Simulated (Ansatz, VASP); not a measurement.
## SnSe: VASP beside Ansatz

```
CELL_PARAMETERS angstrom
0.00000 3.39084 3.39084
3.39084 0.00000 3.39084
3.39084 3.39084 0.00000
ATOMIC_POSITIONS crystal
Sn 0.00000 0.00000 0.00000
Se 0.75000 0.75000 0.75000
```

Alike in both runs: functional PBE-based screened hybrid; k mesh 4 × 4 × 4; occupations fermi-dirac, width 0.05 eV; no spin polarisation.

```csv
,VASP,Ansatz
version,VASP 6.6.1,Ansatz 0.2.0
potentials or method,"VASP PAW PBE potentials, release 64 (Sn_d, Se)",Ansatz PAW
plane-wave cutoff (eV),520,420
valence electrons in the cell,20,30
task,single point,band structure
```

VASP gave:

- gap on the k mesh at the Fermi level (eV): 0.29
- least direct gap on the mesh (eV): 0.96
- pressure (GPa): -0.7

Task: Which values does Ansatz return?

Result: gap on the k mesh at the Fermi level (eV): 0.28; least direct gap on the mesh (eV): 0.96; pressure (GPa): -0.7.

VASP's potentials were made for PBE, not for PBE-based screened hybrid. VASP's potentials hold 20 valence electrons a cell and Ansatz's 30, so a difference there can come from the potentials and not from the codes.
